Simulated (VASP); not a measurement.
Runs of VASP 6.6.1 on Os. The structure is that of space group P6/mmm (No. 191), or close to it. The cells are those of the table. This isn't the form of Os at room conditions, which is hcp.

```csv
cell,k mesh,gap on the mesh (eV),pressure (GPa)
"a = 4.219, b = 4.219, c = 2.657 Å, angles 90.0, 90.0, 120.0°, 3 atoms",10 × 10 × 13,none,36.4
"a = 4.395, b = 4.395, c = 2.768 Å, angles 90.0, 90.0, 120.0°, 3 atoms",10 × 10 × 13,none,(b)
"a = 4.338, b = 4.338, c = 2.732 Å, angles 90.0, 90.0, 120.0°, 3 atoms",11 × 11 × 15,none,-0.4
"a = 4.157, b = 4.157, c = 2.618 Å, angles 90.0, 90.0, 120.0°, 3 atoms",10 × 10 × 13,none,(a)
"a = 4.280, b = 4.280, c = 2.695 Å, angles 90.0, 90.0, 120.0°, 3 atoms",10 × 10 × 13,none,15.8
```

Alike in all rows: task single point; level RPBE; potentials or basis VASP PAW PBE potentials, release 64 (Os); no spin polarisation; cutoff (eV) 520; smearing fermi-dirac 0.1 eV.

Problem. Fill in the values left out.

Solution. (a) 62.6; (b) -13.4.

Caveats: the PAW data sets were made with another functional, which shifts forces and pressure a little; spin-orbit coupling is left out, which moves the levels of the heavy elements; the cell stands under pressure (at least some runs); the cell stands under tension (at least some runs); the stress differs along the axes, from 58 to 65 GPa (at least some runs).

A k mesh can miss the band edges, and the runs leave out spin-orbit coupling on Os.

A gap of «none» marks levels without a gap at the run's occupations.
